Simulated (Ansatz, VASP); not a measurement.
## One calculation of B3AsN2, two programs

Contents of INCAR:

```
ALGO = Normal
EDIFF = 1E-7
ENCUT = 520
GGA = PE
ISIF = 2
ISMEAR = -1
LASPH = T
LCHARG = F
LREAL = F
LWAVE = F
NBANDS = 21
NELM = 100
PREC = Accurate
SIGMA = 0.02
```

File KPOINTS:

```
k-points
0
Gamma
  10 10 10
```

File POSCAR:

```
B3AsN2
1.0
   -1.4267281028      4.2910814663      2.0122831151
    1.4267281028     -4.2910814663      2.0122831151
    1.4267281028      4.2910814663     -2.0122831151
N B As
2 3 1
Direct
    0.3197489803     -0.0064625680      0.3262115482
    0.6673258838     -0.0064625680      0.6737884518
    0.5285689042      0.7200094736      0.8085594306
    0.9114500431      0.7200094736      0.1914405694
    0.3224577191      0.8224577191      0.5000000000
    0.0004484697      0.0004484697      0.0000000000
```

Input for Ansatz:

```yaml
crystal:
  lattice:
    - [-1.4267281028, 4.2910814663, 2.0122831151]
    - [1.4267281028, -4.2910814663, 2.0122831151]
    - [1.4267281028, 4.2910814663, -2.0122831151]
  atoms:
    - { symbol: "N", position: [0.3197489803, -0.006462568, 0.3262115482] }
    - { symbol: B, position: [0.5285689042, 0.7200094736, 0.8085594306] }
    - { symbol: "N", position: [0.6673258838, -0.006462568, 0.6737884518] }
    - { symbol: B, position: [0.9114500431, 0.7200094736, 0.1914405694] }
    - { symbol: As, position: [0.0004484697, 0.0004484697, 0.0] }
    - { symbol: B, position: [0.3224577191, 0.8224577191, 0.5] }
kpoints:
  mp_grid: { grid: [10, 10, 10] }
  band_path:
    path:
      - [[0.0, 0.0, 0.0], [0.5, -0.5, 0.5], [0.2776368741468, -0.2776368741468, 0.7223631258532]]
      - [[-0.2776368741468, 0.2776368741468, 0.2776368741468], [0.0, 0.0, 0.0], [0.3049774579993, 0.3049774579993, -0.3049774579993]]
      - [[0.6950225420007, -0.3049774579993, 0.3049774579993], [0.5, -0.5, 0.5]]
      - [[0.0, 0.0, 0.0], [-1.78341957137e-17, 0.5, 1.78341957137e-17], [0.25, 0.25, 0.25], [0.5, -1.78341957137e-17, -1.750530074701e-17], [0.0, 0.0, 0.0], [-1.201180243659e-17, 1.201180243659e-17, 0.5], [0.25, 0.25, 0.25]]
    npoints: 10
hamiltonian:
  xc: pbe
scf:
  occupations: { method: fermi_dirac, width: 0.02 }
  n_extra_bands: 5
output:
  forces: true
  stress: true
  eigenvalues: true
```

Alike in both runs: task single point; functional PBE; k mesh 10 × 10 × 10; occupations fermi-dirac, width 0.02 eV; no spin polarisation.

|  | VASP | Ansatz |
| --- | --- | --- |
| version | VASP 6.6.1 | Ansatz 0.2.0 |
| potentials or method | VASP PAW PBE potentials, release 64 (N, B, As) | plane waves, PAW |
| plane-wave cutoff (eV) | 520 | 420 |
| valence electrons in the cell | 24 | 34 |

```csv
,VASP,Ansatz,Ansatz less VASP
pressure (GPa),3.6,2.8,-0.79
rms of the force components (eV/Å),0.140,0.101,-0.0390
```

The functional is the same, so the differences come from potentials, cutoffs and numerics. VASP's potentials hold 24 valence electrons a cell and Ansatz's 34, so a difference there can come from the potentials and not from the codes.
